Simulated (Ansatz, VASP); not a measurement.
# Al in VASP and in Ansatz

Contents of INCAR:

```
SYSTEM = Al
ALGO     = Normal         ! electronic algorithm
EDIFF    = 1E-6           ! SCF threshold, eV
ENCUT    = 520            ! plane-wave cutoff, eV
GGA      = PE             ! functional
ISIF     = 2              ! what is computed and relaxed
ISMEAR   = 0              ! smearing method
IVDW     = 12             ! dispersion correction
LASPH    = .True.         ! aspherical terms in the spheres
LCHARG   = .False.        ! write CHGCAR
LREAL    = .False.        ! projectors in reciprocal space
LWAVE    = .False.        ! write WAVECAR
NBANDS   = 14             ! bands
NELM     = 60             ! most SCF steps
PREC     = Accurate       ! precision mode
SIGMA    = 0.15           ! smearing width, eV
```

KPOINTS

```
k-points
0
Gamma
  18 18 6
  0 0 0
```

POSCAR

```
Al
1.0
    2.7203649919      0.0000000000      0.0000000000
   -1.3601824960      2.3559051905      0.0000000000
    0.0000000000      0.0000000000      9.2976634693
Al
4
Direct
    0.0000000000      0.0000000000      0.0000000000
    0.3333333333      0.6666666667      0.2500000000
    0.0000000000      0.0000000000      0.5000000000
    0.6666666667      0.3333333333      0.7500000000
```

Input for Ansatz:

```yaml
crystal:
  lattice:
    - [2.7203649919, 0.0, 0.0]
    - [-1.360182496, 2.3559051905, 0.0]
    - [0.0, 0.0, 9.2976634693]
  atoms:
    - { symbol: Al, position: [0.0, 0.0, 0.0] }
    - { symbol: Al, position: [0.3333333333, 0.6666666667, 0.25] }
    - { symbol: Al, position: [0.0, 0.0, 0.5] }
    - { symbol: Al, position: [0.6666666667, 0.3333333333, 0.75] }
basis:
  ecutwfc: 420
kpoints:
  mp_grid: { grid: [18, 18, 6] }
hamiltonian:
  xc: pbe
  pseudopotentials: { kind: paw, azcp: { folder: soft_1 } }
  dispersion: d3bj
scf:
  occupations: { method: gaussian, width: 0.15 }
output:
  forces: true
  stress: true
  eigenvalues: true
```

Alike in both runs: task single point; functional PBE; dispersion D3(BJ); k mesh 18 × 18 × 6; occupations gaussian, width 0.15 eV; no spin polarisation.

|  | VASP | Ansatz |
| --- | --- | --- |
| version | VASP 6.6.1 | Ansatz 0.2.0 |
| potentials or method | VASP PAW PBE potentials, release 64 (Al), cutoff 520 eV | scalar-relativistic, plane waves, PAW |
| valence electrons in the cell | 12 | 12 |

```tsv
	VASP	Ansatz	Ansatz less VASP
gap on the k mesh at the Fermi level (eV)	none	none	-
pressure (GPa)	6.4	6.4	0.00
traceless stress, the component that is largest in VASP (GPa)	-3.28	-3.28	-0.004
```

A gap of «none» marks a metal or a gap that the smearing closes.
